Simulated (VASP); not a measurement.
Runs of VASP 6.6.1 on Ba3Si. The structure is that of space group Pm-3m (No. 221), or close to it. The cells are those of the table. 

| level | potentials or basis | cell | gap on the mesh (eV) | pressure (GPa) |
| --- | --- | --- | --- | --- |
| PBE | VASP PAW PBE potentials, release 64 (Ba_sv, Si) | a = 5.347 Å, 4 atoms | none | (a) |
| PBE | VASP PAW PBE potentials, release 64 (Ba_sv, Si) | a = 5.506 Å, 4 atoms | none | -0.7 |
| PBE | VASP PAW PBE potentials, release 64 (Ba_sv, Si) | a = 5.441 Å, 4 atoms | none | -0.2 |
| PBE | VASP PAW PBE potentials, release 64 (Ba_sv, Si) | a = 5.557 Å, 4 atoms | none | -1.1 |
| LDA | VASP PAW LDA potentials, release 64 (Ba_sv, Si) | a = 5.383 Å, 4 atoms | none | -2.1 |
| PBE | VASP PAW PBE potentials, release 64 (Ba_sv, Si) | a = 5.311 Å, 4 atoms | none | 1.3 |
| PBEsol | VASP PAW PBE potentials, release 64 (Ba_sv, Si) | a = 5.383 Å, 4 atoms | none | -1.1 |
| PBE | VASP PAW PBE potentials, release 64 (Ba_sv, Si) | a = 5.419 Å, 4 atoms | none | (b) |

Alike in all rows: task single point; no spin polarisation; k mesh 6 × 6 × 6; cutoff (eV) 520; smearing gaussian 0.05 eV.

Estimate the missing entries.

(a) 0.8; (b) 0.0.

Caveats: spin-orbit coupling is left out, which moves the levels of the heavy elements; the PAW data sets were made with another functional, which shifts forces and pressure a little (some runs).

A k mesh can miss the band edges, and the runs leave out spin-orbit coupling on Ba.

A gap of «none» marks levels without a gap at the run's occupations.
